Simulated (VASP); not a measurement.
Input of a VASP 6.6.1 run:

POSCAR

```
Al
1.0
    0.0000000000      1.9966927595      1.9966927595
    1.9966927595      0.0000000000      1.9966927595
    1.9966927595      1.9966927595      0.0000000000
Al
1
Direct
    0.0000000000      0.0000000000      0.0000000000
```

INCAR.step1

```
SYSTEM = Al
  PREC = Accurate
  ENCUT = 520
  ISMEAR = 1
  SIGMA = 0.1
  LREAL = .FALSE.
  LASPH = .TRUE.
  NELM = 100
  NBANDS = 8
  GGA = PE
  ALGO = Normal
  EDIFF = 1E-4
  LWAVE = .TRUE.
  LCHARG = .FALSE.
```

File INCAR.step2:

```
SYSTEM = Al
  PREC = Accurate
  ENCUT = 520
  EDIFF = 1E-6
  ISMEAR = 1
  SIGMA = 0.1
  LREAL = .FALSE.
  LASPH = .TRUE.
  NELM = 100
  ALGO = Normal
  ISIF = 2
  LWAVE = .FALSE.
  LCHARG = .FALSE.
  METAGGA = R2SCAN
  LMIXTAU = .TRUE.
  NBANDS = 8
  ISTART = 1
```

Contents of KPOINTS:

```
regular mesh
0
G
  14 14 14
  0 0 0
```

Potentials or basis: VASP PAW PBE potentials, release 64 (Al).

The run is started by

```sh
$ cat potpaw_PBE.64/Al/POTCAR > POTCAR
$ cp INCAR.step1 INCAR
$ mpirun -np 1 vasp_std > vasp.out
$ cp INCAR.step2 INCAR
$ mpirun -np 1 vasp_std > vasp.out
```

(1) Predict the pressure.

Answers

(1) -0.7 GPa.

Caveat: the PAW data sets were made with another functional, which shifts forces and pressure a little.
